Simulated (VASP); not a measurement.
Set up this calculation in VASP 6.6.1, as the native input.

```
Task                   : single point
Functional             : PBE
Dispersion             : D3(BJ)
Potentials or basis    : VASP PAW PBE potentials, release 64 (W_sv, S)
Cutoff                 : 520 eV
k mesh                 : 12 × 12 × 4
Occupations            : gaussian, width 0.02 eV
Spin                   : no spin polarisation
Dipole correction      : no
Further INCAR settings : ALGO = Normal; EDIFF = 1e-06; NBANDS = 35
```

The structure of WS2 lies in POSCAR:

```
WS2
1.0
    3.0712899021      0.0000000000      0.0000000000
   -1.5356449511      2.6598150776      0.0000000000
    0.0000000000      0.0000000000     11.2678964440
W S
2 4
Direct
    0.3333333333      0.6666666667      0.2500000000
    0.6666666667      0.3333333333      0.7500000000
    0.3333333333      0.6666666667      0.6095880229
    0.6666666667      0.3333333333      0.1095880229
    0.3333333333      0.6666666667      0.8904119771
    0.6666666667      0.3333333333      0.3904119771
```

The input as run:

INCAR

```
SYSTEM = WS2
PREC = Accurate
ENCUT = 520
EDIFF = 1E-6
ISMEAR = 0
SIGMA = 0.02
LREAL = .False.
LASPH = .True.
NELM = 100
ALGO = Normal
ISIF = 2
LWAVE = .False.
LCHARG = .False.
GGA = PE
IVDW = 12
NBANDS = 35
```

KPOINTS

```
Automatic mesh
0
Gamma
  12 12 4
  0 0 0
```

Potentials or basis: VASP PAW PBE potentials, release 64 (W_sv, S).

Run with:

```console
$ cat potpaw_PBE.64/W_sv/POTCAR potpaw_PBE.64/S/POTCAR > POTCAR
$ mpirun -np 1 vasp_std > vasp.out
```

Results of the run:

- Pressure: 11.7 GPa
- Largest force: 0.008 eV/Å
- Band gap on the k mesh: 0.39 eV (least direct gap 1.72 eV)
- Dispersion energy per atom: -0.499 eV

Caveat: the cell stands under pressure; spin-orbit coupling is left out, which moves the levels of the heavy elements.

Run time: 65 s on 1 thread of Intel(R) Xeon(R) 6975P-C (Granite Rapids), with other jobs on the host, peak memory 0.31 GiB.
